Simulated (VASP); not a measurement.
A run of VASP 6.6.1 is set up as follows.

File INCAR:

```
PREC = Accurate
ENCUT = 520
EDIFF = 1E-7
ISMEAR = -1
SIGMA = 0.05
LREAL = False
LASPH = True
NELM = 100
ALGO = Fast
ISIF = 2
LWAVE = False
LCHARG = False
GGA = PE
NBANDS = 20
```

File KPOINTS:

```
regular mesh
0
Gamma
  8 8 8
```

Contents of POSCAR:

```
RuAu
1.0
    3.1648100000      0.0000000000      0.0000000000
    0.0000000000      3.1648100000      0.0000000000
    0.0000000000      0.0000000000      3.1648100000
Ru Au
1 1
Direct
    0.0045850000     -0.0028690000      0.0041200000
    0.4853950000      0.4989660000      0.4970920000
```

Potentials or basis: VASP PAW PBE potentials, release 64 (Ru_pv, Au).

Run with:

```sh
$ cat potpaw_PBE.64/Ru_pv/POTCAR potpaw_PBE.64/Au/POTCAR > POTCAR
$ mpirun -np 1 vasp_std > vasp.out
```

Problem. Predict the pressure.

Solution. 0.5 GPa.

Problem. Predict the largest force.

Solution. 0.552 eV/Å.

Forces on the atoms (eV/Å):
```
Ru  -0.515  0.050 -0.191
Au   0.515 -0.050  0.191
```

Caveat: the cell differs from its parent crystal (atoms moved at random).
